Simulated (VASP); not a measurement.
# CoGe3 (Fm-3m) in VASP: notebook, part 2 of 2

VASP 6.6.1. The steps go on from the part before.

## (3) Single point, r2SCAN

Contents of POSCAR:

```
CoGe3
1.0
    0.0000000000      3.1125985900      3.1125985900
    3.1125985900      0.0000000000      3.1125985900
    3.1125985900      3.1125985900      0.0000000000
Ge Co
3 1
Direct
    0.2500000000      0.2500000000      0.2500000000
    0.7500000000      0.7500000000      0.7500000000
    0.5000000000      0.5000000000      0.5000000000
    0.0000000000      0.0000000000      0.0000000000
```

Contents of INCAR.step1:

```
SYSTEM = CoGe3
ALGO     = Normal         ! electronic algorithm
EDIFF    = 1E-4           ! SCF threshold, eV
ENCUT    = 520            ! plane-wave cutoff, eV
GGA      = PE             ! functional
ISMEAR   = 0              ! smearing method
LASPH    = .True.         ! aspherical terms in the spheres
LCHARG   = .False.        ! write CHGCAR
LREAL    = .False.        ! projectors in reciprocal space
LWAVE    = .True.         ! write WAVECAR
NBANDS   = 34             ! bands
NELM     = 100            ! most SCF steps
PREC     = Accurate       ! precision mode
SIGMA    = 0.1            ! smearing width, eV
```

Contents of INCAR.step2:

```
SYSTEM = CoGe3
ALGO     = Normal         ! electronic algorithm
EDIFF    = 1E-6           ! SCF threshold, eV
ENCUT    = 520            ! plane-wave cutoff, eV
ISIF     = 2              ! what is computed and relaxed
ISMEAR   = 0              ! smearing method
ISTART   = 1            
LASPH    = .True.         ! aspherical terms in the spheres
LCHARG   = .False.        ! write CHGCAR
LMIXTAU  = .True.       
LREAL    = .False.        ! projectors in reciprocal space
LWAVE    = .False.        ! write WAVECAR
METAGGA  = R2SCAN         ! meta-GGA
NBANDS   = 34             ! bands
NELM     = 100            ! most SCF steps
PREC     = Accurate       ! precision mode
SIGMA    = 0.1            ! smearing width, eV
```

Contents of KPOINTS:

```
k-points
0
Gamma
  12 12 12
  0 0 0
```

Potentials or basis: VASP PAW PBE potentials, release 64 (Ge_d, Co).

Started as:

```
$ cat potpaw_PBE.64/Ge_d/POTCAR potpaw_PBE.64/Co/POTCAR > POTCAR
$ cp INCAR.step1 INCAR
$ mpirun -np 1 vasp_std > vasp.out
$ cp INCAR.step2 INCAR
$ mpirun -np 1 vasp_std > vasp.out
```

OUTCAR:

```text
SYSTEM = CoGe3
   EDIFF = 1E-6
   ENCUT = 520
   ISIF = 2
   ISMEAR = 0
   ISTART = 1
   LASPH = .True.
   LREAL = .False.
   METAGGA = R2SCAN
   NELM = 100
   PREC = Accurate

 ion  position               nearest neighbor table
   1  0.250  0.250  0.250-   4 2.70   4 2.70   4 2.70   3 2.70   3 2.70   3 2.70   4 2.70   3 2.70

   2  0.750  0.750  0.750-   3 2.70   3 2.70   3 2.70   4 2.70   4 2.70   4 2.70   4 2.70   3 2.70

   3  0.500  0.500  0.500-   1 2.70   1 2.70   1 2.70   2 2.70   2 2.70   2 2.70   2 2.70   1 2.70

   4  0.000  0.000  0.000-   2 2.70   2 2.70   2 2.70   1 2.70   1 2.70   1 2.70   2 2.70   1 2.70

  LATTYP: Found a face centered cubic cell.
 ALAT       =     6.2251971800

  Lattice vectors:

 A1 = (   0.0000000000,   3.1125985900,   3.1125985900)
 A2 = (   3.1125985900,   0.0000000000,   3.1125985900)
 A3 = (   3.1125985900,   3.1125985900,   0.0000000000)

Analysis of symmetry for initial positions (statically):
=====================================================================
 Subroutine PRICEL returns:
 Original cell was already a primitive cell.

 Routine SETGRP: Setting up the symmetry group for a
 face centered cubic supercell.

 Subroutine GETGRP returns: Found 48 space group operations
[... 9 lines left out ...]

 Routine SETGRP: Setting up the symmetry group for a
 face centered cubic supercell.

 Subroutine GETGRP returns: Found 48 space group operations
[... 11 lines left out ...]
                                     Primitive cell

  volume of cell :      60.3114

  direct lattice vectors                    reciprocal lattice vectors
     0.000000000  3.112598590  3.112598590    -0.160637482  0.160637482  0.160637482
     3.112598590  0.000000000  3.112598590     0.160637482 -0.160637482  0.160637482
     3.112598590  3.112598590  0.000000000     0.160637482  0.160637482 -0.160637482

  length of vectors
[... 96 lines left out ...]
   PSTRESS=    0.0 pullay stress
   NELECT =      51.0000    total number of electrons
   NUPDOWN=      -1.0000    fix difference up-down
   EMIN   =  10.00;   EMAX   =-10.00  energy-range for DOS
   EFERMI =   0.00;   METHOD = LEGACY
   ISMEAR =     0;   SIGMA  =   0.10  broadening in eV -4-tet -1-fermi 0-gaus
   EFERMI_NEDOS =   21; number of points for ismear=-14 and -15
   IALGO  =     38    algorithm
   IMIX   =      4    mixing-type and parameters
     AMIX     =   0.40;   BMIX     =  1.00
     AMIX_MAG =   1.60;   BMIX_MAG =  1.00
  volume/ion in A,a.u.               =      15.08       101.75
  Fermi-wavevector in a.u.,A,eV,Ry     =   1.548098  2.925481 32.607822  2.396607
  Thomas-Fermi vector in A             =   2.653097
   LORBIT       =      0    0 simple, 1 ext, 2 COOP (PROOUT), +10 PAW based schemes
   METAGGA = R2SCAN    functional components
   LHFCALC =     F    Hartree Fock is set to
   AEXX    =    0.0000 exact exchange contribution
   IVDW    =     0    specifies the selected vdW correction
   LEPSILON=     F    determine dielectric tensor
   LRPA    =     F    only Hartree local field effects (RPA)
 non-spin polarized calculation
 Gauss-broadening in eV      SIGMA  =   0.10
  energy-cutoff  :      520.00
  volume of cell :       60.31
 maximum number of plane-waves:      1640
 NGX is ok and might be reduce to    36
   NGX = 17   NGY = 17   NGZ = 17

 number of electron      50.9999979 magnetization

 Free energy of the ion-electron system (eV)
  ---------------------------------------------------
  ext. energy  EPLUGINS =         0.00000000
  ---------------------------------------------------
  free energy    TOTEN  =       -52.31218940 eV

  energy without entropy =      -52.30165310  energy(sigma->0) =      -52.30692125

 E-fermi :   8.5815     XC(G=0): -13.5425

 val. band max:        8.5787426640   @ k =  -0.3333   0.5000   0.1667
 cond. band min:       8.5824325550   @ k =   0.2500   0.1667   0.0833
 fundamental gap:      0.0036898910
 Fermi energy:         8.5815032517

 k-point     1 :       0.0000    0.0000    0.0000
  band No.  band energies     occupation
      1     -17.2189      2.00000
      2     -17.2189      2.00000
      3     -17.2189      2.00000
      4     -17.1965      2.00000
      5     -17.1965      2.00000
      6     -16.9413      2.00000
[... 877 lines left out ...]
     33      17.6235      0.00000
     34      17.8266      0.00000

 [... further k-points ...]
[... 5 lines left out ...]
  --------------------------------------------------------------------------------------
  -------------------------------------------------------------------------------------
  Total        0.4730800      0.4730800      0.4730800     -0.0000000     -0.0000000      0.0000000
  in kB       12.5674117     12.5674117     12.5674117     -0.0000000     -0.0000000      0.0000000
  external PRESSURE =      12.5674117 kB  Pullay stress =       0.0000000 kB

 VOLUME and BASIS-vectors are now :
 -----------------------------------------------------------------------------
  energy-cutoff  :      520.00
  volume of cell :       60.31
      direct lattice vectors                 reciprocal lattice vectors
     0.000000000  3.112598590  3.112598590    -0.160637482  0.160637482  0.160637482
     3.112598590  0.000000000  3.112598590     0.160637482 -0.160637482  0.160637482
     3.112598590  3.112598590  0.000000000     0.160637482  0.160637482 -0.160637482

 POSITION                                       TOTAL-FORCE (eV/Angst)
 -----------------------------------------------------------------------------------
      1.55630      1.55630      1.55630        -0.000000     -0.000000     -0.000000
      4.66890      4.66890      4.66890         0.000000      0.000000      0.000000
      3.11260      3.11260      3.11260        -0.000000      0.000000      0.000000
      0.00000      0.00000      0.00000        -0.000000      0.000000      0.000000
 -----------------------------------------------------------------------------------
    total drift:                                0.000000      0.000000      0.000000

  FREE ENERGIE OF THE ION-ELECTRON SYSTEM (eV)
  ---------------------------------------------------
  free  energy   TOTEN  =       -52.3121893965 eV

  energy  without entropy=      -52.3016530958  energy(sigma->0) =      -52.30692125
```

It took 6.8 min on 1 thread of Intel Xeon Platinum 8375C at 2.90GHz (Ice Lake), shared host; peak memory 0.29 GiB.

Results:

```
Free energy : -52.3122 eV
Pressure    : 1.3 GPa
```

Levels at points of the mesh, in eV from the Fermi level:
| k point | band 24 | band 25 | band 26 | band 27 | band 28 | band 29 |
| --- | --- | --- | --- | --- | --- | --- |
| (0.00, 0.00, 0.00) | -1.61 | -1.45 | -1.45 | 1.20 | 1.20 | 1.20 |
| (0.50, 0.00, 0.00) | -1.38 | -1.38 | 0.21 | 0.21 | 0.56 | 4.24 |
| (0.50, 0.50, 0.00) | -1.20 | -0.74 | -0.12 | 4.85 | 4.85 | 5.09 |

Caveat: the PAW data sets were made with another functional, which shifts forces and pressure a little. Spin polarisation is off, so any magnetic state and its effect on volume and gap are missing.
